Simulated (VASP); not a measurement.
## Sb: single point with PBE

Crystal: Sb.

```
Sb
1.0
     2.15420    1.24373    3.75800
    -2.15420    1.24373    3.75800
     0.00000   -2.48746    3.75800
Sb
2
Cartesian
  0.0000 0.0000 8.6416
  0.0000 0.0000 2.6324
```

- Program: VASP 6.6.1
- Task: single point
- Functional: PBE
- Potentials or basis: VASP PAW PBE potentials, release 64 (Sb)
- Cutoff: 520 eV
- k mesh: 8 × 8 × 8
- Occupations: gaussian, width 0.02 eV
- Spin: no spin polarisation
- Dipole correction: no
- Further INCAR settings: ALGO = Normal; EDIFF = 1e-06; NBANDS = 12

The pressure is 2.8 GPa and the largest force is 0.185 eV/Å. The band gap on the k mesh is zero (band 5 reaches 7.38 eV, above the bottom of band 6 at 7.08 eV).

Forces on the atoms (eV/Å):
```
Sb   0.000  0.000 -0.185
Sb   0.000  0.000  0.185
```

Stress tensor (GPa, compression positive):
```
3.03 0.00 0.00
0.00 3.03 0.00
0.00 0.00 2.28
```

Levels at points of the mesh, in eV from the Fermi level:
```
           k point  band 3  band 4  band 5  band 6  band 7  band 8
(0.00, 0.00, 0.00)   -2.16   -1.89   -1.89    1.97    2.60    2.60
(0.50, 0.00, 0.00)   -2.04   -1.92   -0.38   -0.30    0.10    0.41
(0.50, 0.50, 0.00)   -5.53   -3.85   -3.76    1.43    4.85    5.43
(0.50, 0.50, 0.50)   -1.41   -1.41   -0.57    0.04    0.04    1.04
```

Run time: 29 s on 1 thread of Intel(R) Xeon(R) Platinum 8488C (Sapphire Rapids), with other jobs on the host, peak memory 0.22 GiB.

Caveat: spin-orbit coupling is left out, which moves the levels of the heavy elements.
